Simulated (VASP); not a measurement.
# InB3 (R-3m) in VASP: further runs

Runs on InB3. Level: PBE. Tasks: single point, relaxation of cell and atoms.

Everything below comes from runs of VASP 6.6.1. Logs are shortened: lines on timing, memory, paths and dates and some standing lists are left out, and cuts for length are marked.

## Step 1: The cell of the first run

The structure is trigonal, space group R-3m (No. 166). The conventional cell has a = 6.645 Å, b = 6.645 Å, c = 7.525 Å, α = 90.00°, β = 90.00°, γ = 120.00°. Within 3.4 Å of In (site symmetry 3m) lie 15 B at 2.42 to 3.40 Å and 1 In at 2.61 Å. Within 2.3 Å of B (site symmetry m) lie 3 B at 1.77 Å.

## Step 2: Single point, PBE

INCAR reads:

```
PREC     = Accurate       # precision mode
ENCUT    = 520            # plane-wave cutoff, eV
EDIFF    = 1E-6           # SCF threshold, eV
ISMEAR   = 0              # smearing method
SIGMA    = 0.1            # smearing width, eV
LREAL    = False          # projectors in reciprocal space
LASPH    = True           # aspherical terms in the spheres
NELM     = 100            # most SCF steps
ALGO     = Normal         # electronic algorithm
ISIF     = 2              # what is computed and relaxed
LWAVE    = False          # write WAVECAR
LCHARG   = False          # write CHGCAR
GGA      = PE             # functional
NBANDS   = 32             # bands
```

KPOINTS reads:

```
Automatic mesh
0
Gamma
  6 6 6
```

POSCAR reads:

```
InB3
1.0
    3.3226853230      1.9183532657      2.5082468116
   -3.3226853230      1.9183532657      2.5082468116
    0.0000000000     -3.8367065313      2.5082468116
In B
2 6
Direct
    0.3264361721      0.3264361721      0.3264361721
    0.6735638279      0.6735638279      0.6735638279
    0.9395239436      0.3200439033      0.9395239436
    0.9395239436      0.9395239436      0.3200439033
    0.3200439033      0.9395239436      0.9395239436
    0.0604760564      0.6799560967      0.0604760564
    0.6799560967      0.0604760564      0.0604760564
    0.0604760564      0.0604760564      0.6799560967
```

Potentials or basis: VASP PAW PBE potentials, release 64 (In_d, B).

On the command line:

```
$ cat potpaw_PBE.64/In_d/POTCAR potpaw_PBE.64/B/POTCAR > POTCAR
$ mpirun -np 1 vasp_std > vasp.out
```

OUTCAR:

```text
PREC = Accurate
   ENCUT = 520
   EDIFF = 1E-6
   ISMEAR = 0
   LREAL = False
   LASPH = True
   NELM = 100
   ISIF = 2
   GGA = PE

 ion  position               nearest neighbor table
   1  0.326  0.326  0.326-   6 2.42   7 2.42   8 2.42   5 2.44   3 2.44   4 2.44   2 2.61   2 3.84
                             2 3.84   2 3.84
   2  0.674  0.674  0.674-   3 2.42   5 2.42   4 2.42   6 2.44   7 2.44   8 2.44   1 2.61   1 3.84
                             1 3.84   1 3.84
   3  0.940  0.320  0.940-   6 1.77   8 1.77   7 1.77   2 2.42   1 2.44
   4  0.940  0.940  0.320-   8 1.77   7 1.77   6 1.77   2 2.42   1 2.44
   5  0.320  0.940  0.940-   7 1.77   8 1.77   6 1.77   2 2.42   1 2.44
   6  0.060  0.680  0.060-   3 1.77   4 1.77   5 1.77   1 2.42   2 2.44
   7  0.680  0.060  0.060-   5 1.77   4 1.77   3 1.77   1 2.42   2 2.44
   8  0.060  0.060  0.680-   4 1.77   3 1.77   5 1.77   1 2.42   2 2.44

  LATTYP: Found a trigonal (rhomboedric) cell.
 ALAT       =     4.5838432647
 COS(alpha) =    -0.0508697798

  Lattice vectors:

 A1 = (   3.3226853230,   1.9183532657,   2.5082468116)
 A2 = (  -3.3226853230,   1.9183532657,   2.5082468116)
 A3 = (   0.0000000000,  -3.8367065313,   2.5082468116)

Analysis of symmetry for initial positions (statically):
=====================================================================
 Subroutine PRICEL returns:
 Original cell was already a primitive cell.

 Routine SETGRP: Setting up the symmetry group for a
 trigonal (rhombohedral) supercell.

 Subroutine GETGRP returns: Found 12 space group operations
 (whereof 12 operations were pure point group operations)
 out of a pool of 12 trial point group operations.

The static configuration has the point symmetry D_3d.

Analysis of symmetry for dynamics (positions and initial velocities):
=====================================================================
 Subroutine PRICEL returns:
 Original cell was already a primitive cell.

 Routine SETGRP: Setting up the symmetry group for a
 trigonal (rhombohedral) supercell.

 Subroutine GETGRP returns: Found 12 space group operations
 (whereof 12 operations were pure point group operations)
 out of a pool of 12 trial point group operations.

The dynamic configuration has the point symmetry D_3d.

[... 112 lines left out ...]
   EDIFFG = 0.1E-04   stopping-criterion for IOM
   NSW    =      0    number of steps for IOM
   IBRION =     -1    ionic relax: 0-MD 1-quasi-New 2-CG
   NFREE  =      0    steps in history (QN), initial steepest desc. (CG)
   ISIF   =      2    stress and relaxation
   ISYM   =      2    0-nonsym 1-usesym 2-fastsym
   POTIM  = 0.5000    time-step for ionic-motion
   TEBEG  =    0.0;   TEEND  =   0.0 temperature during run
   PSTRESS=    0.0 pullay stress
   NELECT =      44.0000    total number of electrons
   NUPDOWN=      -1.0000    fix difference up-down
   EMIN   =  10.00;   EMAX   =-10.00  energy-range for DOS
   EFERMI =   0.00;   METHOD = LEGACY
   ISMEAR =     0;   SIGMA  =   0.10  broadening in eV -4-tet -1-fermi 0-gaus
   EFERMI_NEDOS =   21; number of points for ismear=-14 and -15
   IALGO  =     38    algorithm
   IMIX   =      4    mixing-type and parameters
     AMIX     =   0.40;   BMIX     =  1.00
     AMIX_MAG =   1.60;   BMIX_MAG =  1.00
  volume/ion in A,a.u.               =      11.99        80.92
  Fermi-wavevector in a.u.,A,eV,Ry     =   1.262542  2.385859 21.687866  1.594013
  Thomas-Fermi vector in A             =   2.395945
   LORBIT       =      0    0 simple, 1 ext, 2 COOP (PROOUT), +10 PAW based schemes
   GGA     = PE    functional components
   LHFCALC =     F    Hartree Fock is set to
   AEXX    =    0.0000 exact exchange contribution
   IVDW    =     0    specifies the selected vdW correction
   LEPSILON=     F    determine dielectric tensor
   LRPA    =     F    only Hartree local field effects (RPA)
 non-spin polarized calculation
 Gauss-broadening in eV      SIGMA  =   0.10
  energy-cutoff  :      520.00
  volume of cell :       95.93
 maximum number of plane-waves:      2619
 NGX is ok and might be reduce to    36
   NGX = 17   NGY = 17   NGZ = 17

 number of electron      44.0000009 magnetization

 Free energy of the ion-electron system (eV)
  ---------------------------------------------------
  ext. energy  EPLUGINS =         0.00000000
  ---------------------------------------------------
  free energy    TOTEN  =       -40.89578227 eV

  energy without entropy =      -40.87873078  energy(sigma->0) =      -40.88725653

 E-fermi :   6.5014     XC(G=0): -10.9225

 val. band max:        6.4937777429   @ k =   0.3333   0.1667   0.0000
 cond. band min:       6.5599739254   @ k =   0.5000   0.5000   0.1667
 fundamental gap:      0.0661961825
 Fermi energy:         6.5014317981

 k-point     1 :       0.0000    0.0000    0.0000
  band No.  band energies     occupation
      1      -8.5266      2.00000
      2      -8.1879      2.00000
      3      -8.1879      2.00000
      4      -8.0314      2.00000
      5      -8.0314      2.00000
      6      -7.9475      2.00000
[... 829 lines left out ...]
     31      13.4644      0.00000
     32      13.8578      0.00000

 [... further k-points ...]

------------------------ aborting loop because EDIFF is reached ----------------------------------------

  FORCE on cell =-STRESS in cart. coord.  units (eV):
  Direction    XX          YY          ZZ          XY          YZ          ZX
  --------------------------------------------------------------------------------------
  -------------------------------------------------------------------------------------
  Total       -0.0143641     -0.0143641      0.0708765      0.0000000      0.0000000      0.0000000
  in kB       -0.2399105     -0.2399105      1.1837875      0.0000000      0.0000000      0.0000000
  external PRESSURE =       0.2346555 kB  Pullay stress =       0.0000000 kB

 VOLUME and BASIS-vectors are now :
 -----------------------------------------------------------------------------
  energy-cutoff  :      520.00
  volume of cell :       95.93
      direct lattice vectors                 reciprocal lattice vectors
     3.322685323  1.918353266  2.508246812     0.150480696  0.086880070  0.132894949
    -3.322685323  1.918353266  2.508246812    -0.150480696  0.086880070  0.132894949
     0.000000000 -3.836706531  2.508246812     0.000000000 -0.173760141  0.132894949

 POSITION                                       TOTAL-FORCE (eV/Angst)
 -----------------------------------------------------------------------------------
      0.00000      0.00000      2.45635         0.000000      0.000000      0.007666
      0.00000      0.00000      5.06839         0.000000     -0.000000     -0.007666
      2.05834     -1.18838      5.51586        -0.000158      0.000091      0.000858
      0.00000      2.37676      5.51586         0.000000     -0.000182      0.000858
     -2.05834     -1.18838      5.51586         0.000158      0.000091      0.000858
     -2.05834      1.18838      2.00888         0.000158     -0.000091     -0.000858
      2.05834      1.18838      2.00888        -0.000158     -0.000091     -0.000858
      0.00000     -2.37676      2.00888         0.000000      0.000182     -0.000858
 -----------------------------------------------------------------------------------
    total drift:                               -0.000000      0.000000      0.000000

  FREE ENERGIE OF THE ION-ELECTRON SYSTEM (eV)
  ---------------------------------------------------
  free  energy   TOTEN  =       -40.8957822724 eV

  energy  without entropy=      -40.8787307829  energy(sigma->0) =      -40.88725653
```

OSZICAR:

```text
N       E                     dE             d eps       ncg     rms          rms(c)
DAV:   1     0.362337898418E+03    0.36234E+03   -0.19958E+04  2048   0.165E+03
DAV:   2    -0.220170904421E+01   -0.36454E+03   -0.34692E+03  2088   0.414E+02
DAV:   3    -0.437948906241E+02   -0.41593E+02   -0.40194E+02  2632   0.143E+02
DAV:   4    -0.455283953675E+02   -0.17335E+01   -0.17253E+01  2528   0.277E+01
DAV:   5    -0.455937846272E+02   -0.65389E-01   -0.65365E-01  2976   0.530E+00    0.118E+01
DAV:   6    -0.411680378807E+02    0.44257E+01   -0.74705E+00  3080   0.428E+01    0.739E+00
DAV:   7    -0.409094401552E+02    0.25860E+00   -0.28711E+00  2992   0.837E+00    0.197E+00
DAV:   8    -0.408979958454E+02    0.11444E-01   -0.18071E-01  2696   0.381E+00    0.163E+00
DAV:   9    -0.408961427753E+02    0.18531E-02   -0.16354E-02  3248   0.924E-01    0.673E-01
DAV:  10    -0.408956976411E+02    0.44513E-03   -0.43855E-03  3104   0.636E-01    0.158E-01
DAV:  11    -0.408957880876E+02   -0.90446E-04   -0.55368E-04  2920   0.155E-01    0.814E-02
DAV:  12    -0.408957823749E+02    0.57127E-05   -0.44245E-05  2624   0.472E-02    0.245E-02
DAV:  13    -0.408957822724E+02    0.10249E-06   -0.74681E-06  2704   0.214E-02
   1 F= -.40895782E+02 E0= -.40887257E+02  d E =-.170515E-01
```

stdout:

```text
POSCAR found type information on POSCAR InB
 POSCAR found :  2 types and       8 ions
 scaLAPACK will be used
 LDA part: xc-table for (Slater+PW92), standard interpolation
 POSCAR, INCAR and KPOINTS ok, starting setup
 FFT: planning ... GRIDC
 FFT: planning ... GRID_SOFT
 FFT: planning ... GRID
 WAVECAR not read
 entering main loop
```

Wall time 70 s (1 thread of Intel Xeon Platinum 8259CL at 2.50GHz (Skylake/Cascade Lake), shared host); peak memory 0.24 GiB.

Results:

- Free energy: -40.8958 eV
- Pressure: 0.0 GPa
- Largest force: 0.008 eV/Å
- Band gap on the k mesh: zero (bands 22 and 23 overlap by 2.24 eV)

Forces in eV/Å, atoms in the order of the input:
```
In   0.000  0.000  0.008
In   0.000  0.000 -0.008
B    0.000  0.000  0.001
B    0.000  0.000  0.001
B    0.000  0.000  0.001
B    0.000  0.000 -0.001
B    0.000  0.000 -0.001
B    0.000  0.000 -0.001
```

Caveat: spin-orbit coupling is left out, which moves the levels of the heavy elements.

## Step 3: Single point, PBE

INCAR reads:

```
  PREC = Accurate
  ENCUT = 520
  EDIFF = 1E-6
  ISMEAR = 0
  SIGMA = 0.1
  LREAL = False
  LASPH = True
  NELM = 80
  ALGO = Normal
  ISIF = 2
  LWAVE = False
  LCHARG = False
  GGA = PE
  NBANDS = 32
```

KPOINTS reads:

```
Automatic mesh
0
Gamma
  9 9 9
```

POSCAR reads:

```
InB3
1.0
    3.3232691738      1.9186903521      2.5082908807
   -3.3232691738      1.9186903521      2.5082908807
    0.0000000000     -3.8373807041      2.5082908808
In B
2 6
Direct
    0.3262953589      0.3262953589      0.3262953589
    0.6737046411      0.6737046411      0.6737046411
    0.9389726227      0.3199690196      0.9389726227
    0.9389726227      0.9389726227      0.3199690196
    0.3199690196      0.9389726227      0.9389726227
    0.0610273773      0.6800309804      0.0610273773
    0.6800309804      0.0610273773      0.0610273773
    0.0610273773      0.0610273773      0.6800309804
```

Potentials or basis: VASP PAW PBE potentials, release 64 (In_d, B).

On the command line:

```
$ cat potpaw_PBE.64/In_d/POTCAR potpaw_PBE.64/B/POTCAR > POTCAR
$ mpirun -np 1 vasp_std > vasp.out
```

It took 2.9 min on 1 thread of Intel Xeon Platinum 8259CL at 2.50GHz (Skylake/Cascade Lake), shared host; peak memory 0.34 GiB.

Results (log left out):

```
Free energy            : -40.9080 eV
Pressure               : 0.0 GPa
Largest force          : 0.006 eV/Å
Band gap on the k mesh : zero (bands 22 and 23 overlap by 2.25 eV)
```

Forces in eV/Å, atoms in the order of the input:
```
In   0.000  0.000  0.004
In   0.000  0.000 -0.004
B   -0.003  0.001  0.005
B    0.000 -0.003  0.005
B    0.003  0.001  0.005
B    0.003 -0.001 -0.005
B   -0.003 -0.001 -0.005
B    0.000  0.003 -0.005
```

Levels at points of the mesh, in eV from the Fermi level:
```csv
k point,band 20,band 21,band 22,band 23,band 24,band 25
"(0.00, 0.00, 0.00)",-1.36,-1.36,-0.76,-0.76,1.51,3.76
```

Caveat: spin-orbit coupling is left out, which moves the levels of the heavy elements.

(Part 1 of 2 ends here.)
